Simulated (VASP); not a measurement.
# SnO (P4/nmm) in VASP: notebook

Runs on SnO. Level: LDA. Tasks: single point.

All numbers are computed with VASP 6.6.1; they aren't measurements. Logs are shortened: lines on timing, memory, paths and dates and some standing lists are left out, and cuts for length are marked.

## (1) The cell of the first run

The structure is tetragonal, space group P4/nmm (No. 129). Conventional cell: a = 3.679 Å, b = 3.679 Å, c = 4.283 Å, α = 90.00°, β = 90.00°, γ = 90.00°. Within 2.8 Å of Sn (site symmetry 4mm) lie 4 O at 2.12 Å. Within 2.8 Å of O (site symmetry -4m2) lie 4 Sn at 2.12 Å and 4 O at 2.60 Å.

## (2) Single point, LDA

INCAR

```
PREC = Accurate
ENCUT = 520
EDIFF = 1E-6
ISMEAR = 0
SIGMA = 0.15
LREAL = False
LASPH = True
NELM = 80
ALGO = Normal
ISIF = 2
LWAVE = False
LCHARG = False
NBANDS = 28
```

KPOINTS

```
regular mesh
0
Gamma
  10 10 8
```

POSCAR

```
SnO
1.0
    3.6790000000      0.0000000000      0.0000000000
    0.0000000000      3.6790000000      0.0000000000
    0.0000000000      0.0000000000      4.2829000000
Sn O
2 2
Direct
    0.0000000000      0.5000000000      0.2457459271
    0.5000000000      0.0000000000      0.7542540729
    0.0000000000      0.0000000000      0.0000000000
    0.5000000000      0.5000000000      0.0000000000
```

Potentials or basis: VASP PAW LDA potentials, release 64 (Sn_d, O).

The run is started by

```
$ cat potpaw_LDA.64/Sn_d/POTCAR potpaw_LDA.64/O/POTCAR > POTCAR
$ mpirun -np 1 vasp_std > vasp.out
```

OUTCAR:

```text
PREC = Accurate
   ENCUT = 520
   EDIFF = 1E-6
   ISMEAR = 0
   LREAL = False
   LASPH = True
   NELM = 80
   ISIF = 2

 ion  position               nearest neighbor table
   1  0.000  0.500  0.246-   3 2.12   4 2.12   3 2.12   4 2.12   2 3.35   2 3.35   2 3.35   2 3.35
                             2 3.39   2 3.39   2 3.39   2 3.39
   2  0.500  0.000  0.754-   3 2.12   4 2.12   4 2.12   3 2.12   1 3.35   1 3.35   1 3.35   1 3.35
                             1 3.39   1 3.39   1 3.39   1 3.39
   3  0.000  0.000  0.000-   1 2.12   2 2.12   1 2.12   2 2.12
   4  0.500  0.500  0.000-   1 2.12   2 2.12   2 2.12   1 2.12

  LATTYP: Found a simple tetragonal cell.
 ALAT       =     3.6790000000
 C/A-ratio  =     1.1641478663

  Lattice vectors:

 A1 = (   3.6790000000,   0.0000000000,   0.0000000000)
 A2 = (   0.0000000000,   3.6790000000,   0.0000000000)
 A3 = (   0.0000000000,   0.0000000000,   4.2829000000)

Analysis of symmetry for initial positions (statically):
=====================================================================
 Subroutine PRICEL returns:
 Original cell was already a primitive cell.

 Routine SETGRP: Setting up the symmetry group for a
 simple tetragonal supercell.

 Subroutine GETGRP returns: Found 16 space group operations
 (whereof  8 operations were pure point group operations)
 out of a pool of 16 trial point group operations.

The static configuration has the point symmetry D_2d.
 The point group associated with its full space group is D_4h.

Analysis of symmetry for dynamics (positions and initial velocities):
=====================================================================
 Subroutine PRICEL returns:
 Original cell was already a primitive cell.

 Routine SETGRP: Setting up the symmetry group for a
 simple tetragonal supercell.

 Subroutine GETGRP returns: Found 16 space group operations
 (whereof  8 operations were pure point group operations)
 out of a pool of 16 trial point group operations.

The dynamic configuration has the point symmetry D_2d.
 The point group associated with its full space group is D_4h.

 Subroutine INISYM returns: Found 16 space group operations
 (whereof  8 operations are pure point group operations),
 and found     1 'primitive' translations

----------------------------------------------------------------------------------------

                                     Primitive cell

  volume of cell :      57.9692

  direct lattice vectors                    reciprocal lattice vectors
     3.679000000  0.000000000  0.000000000     0.271812993  0.000000000  0.000000000
     0.000000000  3.679000000  0.000000000     0.000000000  0.271812993  0.000000000
     0.000000000  0.000000000  4.282900000     0.000000000  0.000000000  0.233486656

  length of vectors
     3.679000000  3.679000000  4.282900000     0.271812993  0.271812993  0.233486656

  position of ions in fractional coordinates (direct lattice)
     0.000000000  0.500000000  0.245745927
     0.500000000  0.000000000  0.754254073
     0.000000000  0.000000000  0.000000000
     0.500000000  0.500000000  0.000000000

  ion indices of the primitive-cell ions
   primitive index   ion index
                 1           1
                 2           2
                 3           3
                 4           4

----------------------------------------------------------------------------------------

 KPOINTS: regular mesh

Automatic generation of k-mesh.
 Grid dimensions read from file:
 generate k-points for:   10   10    8

 Generating k-lattice:

  Cartesian coordinates                     Fractional coordinates (reciprocal lattice)
     0.027181299  0.000000000  0.000000000     0.100000000  0.000000000  0.000000000
     0.000000000  0.027181299  0.000000000     0.000000000  0.100000000  0.000000000
     0.000000000  0.000000000  0.029185832     0.000000000  0.000000000  0.125000000

  Length of vectors
     0.027181299  0.027181299  0.029185832

  Shift w.r.t. Gamma in fractional coordinates (k-lattice)
     0.000000000  0.000000000  0.000000000

 Subroutine IBZKPT returns following result:
 ===========================================

 Found    105 irreducible k-points:

 Following reciprocal coordinates:
            Coordinates               Weight
  0.000000  0.000000  0.000000      1.000000
  0.100000  0.000000  0.000000      4.000000
  0.200000  0.000000  0.000000      4.000000
  0.300000  0.000000  0.000000      4.000000
  0.400000  0.000000  0.000000      4.000000
  0.500000  0.000000  0.000000      2.000000
[... 16 lines left out ...]
  0.100000  0.000000  0.125000      8.000000
  0.200000  0.000000  0.125000      8.000000
 [... further k-points ...]
   k-points           NKPTS =    105   k-points in BZ     NKDIM =    105   number of bands    NBANDS=     28
   number of dos      NEDOS =    301   number of ions     NIONS =      4
   total plane-waves  NPLWV =  25088
   dimension x,y,z NGX =    28 NGY =   28 NGZ =   32
   dimension x,y,z NGXF=    56 NGYF=   56 NGZF=   64
   ions per type =               2   2
   NGX,Y,Z   is equivalent  to a cutoff of  12.65, 12.65, 12.42 a.u.
   NGXF,Y,Z  is equivalent  to a cutoff of  25.31, 25.31, 24.84 a.u.
 SYSTEM =  unknown system
   PREC   = accura    normal or accurate (medium, high low for compatibility)
   ISTART =      0    job   : 0-new  1-cont  2-samecut
   ICHARG =      2    charge: 1-file 2-atom 10-const
   ISPIN  =      1    spin polarized calculation?
   LNONCOLLINEAR =      F non collinear calculations
   LSORBIT =      F    spin-orbit coupling
   LASPH  =      T    aspherical Exc in radial PAW
   ENCUT  =  520.0 eV  38.22 Ry    6.18 a.u.   6.84  6.84  7.96*2*pi/ulx,y,z
   NELM   =     80;   NELMIN=  2; NELMDL= -5     # of ELM steps
   EDIFF  = 0.1E-05   stopping-criterion for ELM
   LREAL  =      F    real-space projection
   EDIFFG = 0.1E-04   stopping-criterion for IOM
   NSW    =      0    number of steps for IOM
   IBRION =     -1    ionic relax: 0-MD 1-quasi-New 2-CG
   NFREE  =      0    steps in history (QN), initial steepest desc. (CG)
   ISIF   =      2    stress and relaxation
   ISYM   =      2    0-nonsym 1-usesym 2-fastsym
   POTIM  = 0.5000    time-step for ionic-motion
   TEBEG  =    0.0;   TEEND  =   0.0 temperature during run
   PSTRESS=    0.0 pullay stress
   NELECT =      40.0000    total number of electrons
   NUPDOWN=      -1.0000    fix difference up-down
   EMIN   =  10.00;   EMAX   =-10.00  energy-range for DOS
   EFERMI =   0.00;   METHOD = LEGACY
   ISMEAR =     0;   SIGMA  =   0.15  broadening in eV -4-tet -1-fermi 0-gaus
   EFERMI_NEDOS =   21; number of points for ismear=-14 and -15
   IALGO  =     38    algorithm
   IMIX   =      4    mixing-type and parameters
     AMIX     =   0.40;   BMIX     =  1.00
     AMIX_MAG =   1.60;   BMIX_MAG =  1.00
  volume/ion in A,a.u.               =      14.49        97.80
  Fermi-wavevector in a.u.,A,eV,Ry     =   1.446646  2.733765 28.474071  2.092785
  Thomas-Fermi vector in A             =   2.564691
   LORBIT       =      0    0 simple, 1 ext, 2 COOP (PROOUT), +10 PAW based schemes
   GGA     = CA    functional components
   LHFCALC =     F    Hartree Fock is set to
   AEXX    =    0.0000 exact exchange contribution
   IVDW    =     0    specifies the selected vdW correction
   LEPSILON=     F    determine dielectric tensor
   LRPA    =     F    only Hartree local field effects (RPA)
 non-spin polarized calculation
 Gauss-broadening in eV      SIGMA  =   0.15
  energy-cutoff  :      520.00
  volume of cell :       57.97
 maximum number of plane-waves:      1592
 NGX is ok and might be reduce to    28
   NGX = 13   NGY = 13   NGZ = 15

 number of electron      39.9999983 magnetization

 Free energy of the ion-electron system (eV)
  ---------------------------------------------------
  ext. energy  EPLUGINS =         0.00000000
  ---------------------------------------------------
  free energy    TOTEN  =       -25.30612194 eV

  energy without entropy =      -25.30280557  energy(sigma->0) =      -25.30446376

 E-fermi :   9.5881     XC(G=0): -11.6842

 val. band max:        9.5369178096   @ k =   0.1000   0.1000   0.0000
 cond. band min:       9.6576722467   @ k =   0.4000   0.4000   0.0000
 fundamental gap:      0.1207544371
 Fermi energy:         9.5881231408

 k-point     1 :       0.0000    0.0000    0.0000
  band No.  band energies     occupation
      1     -13.1759      2.00000
      2     -12.4353      2.00000
      3     -12.3545      2.00000
      4     -12.3545      2.00000
      5     -12.2798      2.00000
      6     -12.2640      2.00000
[... 20 lines left out ...]
     27      16.4608      0.00000
     28      16.5946      0.00000

 k-point     2 :       0.1000    0.0000    0.0000
  band No.  band energies     occupation
      1     -13.1684      2.00000
      2     -12.5190      2.00000
      3     -12.3490      2.00000
      4     -12.3488      2.00000
      5     -12.2731      2.00000
      6     -12.2563      2.00000
[... 20 lines left out ...]
     27      16.6013      0.00000
     28      17.4939      0.00000

 k-point     3 :       0.2000    0.0000    0.0000
  band No.  band energies     occupation
      1     -13.1473      2.00000
      2     -12.6691      2.00000
      3     -12.3329      2.00000
      4     -12.3324      2.00000
      5     -12.2526      2.00000
      6     -12.2339      2.00000
[... 20 lines left out ...]
     27      16.7870      0.00000
     28      19.2208      0.00000

 k-point     4 :       0.3000    0.0000    0.0000
  band No.  band energies     occupation
      1     -13.1149      2.00000
      2     -12.8089      2.00000
      3     -12.3083      2.00000
      4     -12.3077      2.00000
      5     -12.2363      2.00000
      6     -12.2266      2.00000
[... 578 lines left out ...]
     27      16.7405      0.00000
     28      16.7405      0.00000

 k-point    23 :       0.1000    0.0000    0.1250
  band No.  band energies     occupation
      1     -13.1622      2.00000
      2     -12.5304      2.00000
      3     -12.3437      2.00000
      4     -12.3387      2.00000
      5     -12.2798      2.00000
      6     -12.2449      2.00000
[... 20 lines left out ...]
     27      16.8404      0.00000
     28      17.5785      0.00000

 k-point    24 :       0.2000    0.0000    0.1250
  band No.  band energies     occupation
      1     -13.1433      2.00000
      2     -12.6808      2.00000
      3     -12.3328      2.00000
      4     -12.3217      2.00000
      5     -12.2576      2.00000
      6     -12.2262      2.00000
[... 20 lines left out ...]
     27      17.1128      0.00000
     28      19.1834      0.00000

 [... further k-points ...]
[... 5 lines left out ...]
  --------------------------------------------------------------------------------------
  -------------------------------------------------------------------------------------
  Total        6.3098926      6.3098926      6.4718515      0.0000000     -0.0000000      0.0000000
  in kB      174.3954048    174.3954048    178.8716932      0.0000000     -0.0000000      0.0000000
  external PRESSURE =     175.8875009 kB  Pullay stress =       0.0000000 kB

 VOLUME and BASIS-vectors are now :
 -----------------------------------------------------------------------------
  energy-cutoff  :      520.00
  volume of cell :       57.97
      direct lattice vectors                 reciprocal lattice vectors
     3.679000000  0.000000000  0.000000000     0.271812993  0.000000000  0.000000000
     0.000000000  3.679000000  0.000000000     0.000000000  0.271812993  0.000000000
     0.000000000  0.000000000  4.282900000     0.000000000  0.000000000  0.233486656

 POSITION                                       TOTAL-FORCE (eV/Angst)
 -----------------------------------------------------------------------------------
      0.00000      1.83950      1.05251        -0.000000     -0.000000      2.395876
      1.83950      0.00000      3.23039         0.000000     -0.000000     -2.395876
      0.00000      0.00000      0.00000         0.000000     -0.000000      0.000000
      1.83950      1.83950      0.00000         0.000000      0.000000      0.000000
 -----------------------------------------------------------------------------------
    total drift:                                0.000000      0.000000     -0.000000

  FREE ENERGIE OF THE ION-ELECTRON SYSTEM (eV)
  ---------------------------------------------------
  free  energy   TOTEN  =       -25.3061219439 eV

  energy  without entropy=      -25.3028055715  energy(sigma->0) =      -25.30446376
```

Run time: 4.3 min. Hardware: 1 thread of AMD EPYC 7R13, shared host; peak memory 0.22 GiB.

What came out:

| Quantity | Value |
| --- | --- |
| Free energy | -25.3061 eV |
| Pressure | 17.6 GPa |
| Largest force | 2.396 eV/Å |
| Band gap on the k mesh | zero (band 20 reaches 9.54 eV, above the bottom of band 21 at 9.19 eV) |

Forces on the atoms (eV/Å):
```
Sn   0.000  0.000  2.396
Sn   0.000  0.000 -2.396
O    0.000  0.000  0.000
O    0.000  0.000  0.000
```

Caveat: spin-orbit coupling is left out, which moves the levels of the heavy elements; forces of over 1 eV/Å act on the atoms, so gaps and moduli don't describe the material at rest.

(Continued in part 2 of 3.)
